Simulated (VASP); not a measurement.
Write the native input for VASP 6.6.1 that does the following.

```yaml
Task: electric field gradients
Functional: PBE
Potentials_or_basis: VASP PAW PBE potentials, release 64 (K_sv, I)
Cutoff: 520 eV
k_mesh: 3 × 3 × 3
Occupations: gaussian, width 0.01 eV
Spin: no spin polarisation
Dipole_correction: no
Further_INCAR_settings: LREAL = Auto; ALGO = Normal; EDIFF = 1e-08; NBANDS = 78
```

The structure of KI lies in POSCAR:

```
KI
1.0
    0.0000000000      7.0655500000      7.0655500000
    7.0655500000      0.0000000000      7.0655500000
    7.0655500000      7.0655500000      0.0000000000
K I
8 8
Direct
    0.0000000000      0.0000000000      0.0000000000
    0.0000000000      0.0000000000      0.5000000000
    0.0000000000      0.5000000000      0.0000000000
    0.0000000000      0.5000000000      0.5000000000
    0.5000000000      0.0000000000      0.0000000000
    0.5000000000      0.0000000000      0.5000000000
    0.5000000000      0.5000000000      0.0000000000
    0.5000000000      0.5000000000      0.5000000000
    0.2500000000      0.2500000000      0.2500000000
    0.2500000000      0.2500000000      0.7500000000
    0.2500000000      0.7500000000      0.2500000000
    0.2500000000      0.7500000000      0.7500000000
    0.7500000000      0.2500000000      0.2500000000
    0.7500000000      0.2500000000      0.7500000000
    0.7500000000      0.7500000000      0.2500000000
    0.7500000000      0.7500000000      0.7500000000
```

One way to write it, as run:

INCAR

```
SYSTEM = KI
PREC     = Accurate       ! precision mode
ENCUT    = 520            ! plane-wave cutoff, eV
EDIFF    = 1E-8           ! SCF threshold, eV
ISMEAR   = 0              ! smearing method
SIGMA    = 0.01           ! smearing width, eV
LREAL    = Auto         
LASPH    = .TRUE.         ! aspherical terms in the spheres
NELM     = 80             ! most SCF steps
ALGO     = Normal         ! electronic algorithm
ISIF     = 2              ! what is computed and relaxed
LWAVE    = .FALSE.        ! write WAVECAR
LCHARG   = .FALSE.        ! write CHGCAR
GGA      = PE             ! functional
LEFG     = .TRUE.       
NBANDS   = 78             ! bands
```

KPOINTS

```
regular mesh
0
G
  3 3 3
  0 0 0
```

Potentials or basis: VASP PAW PBE potentials, release 64 (K_sv, I).

Run with:

```console
$ cat potpaw_PBE.64/K_sv/POTCAR potpaw_PBE.64/I/POTCAR > POTCAR
$ mpirun -np 1 vasp_std > vasp.out
```

It gave:

```
Pressure                                : 0.6 GPa
Band gap on the k mesh                  : 3.96 eV
Largest electric field gradient by atom : under 0.05 V/Å² on every atom
```

Caveat: spin-orbit coupling is left out, which moves the levels of the heavy elements.

It took 8.2 min on 1 thread of Oxide Virtual Turin-like Processor, with other jobs on the host, peak memory 0.93 GiB.
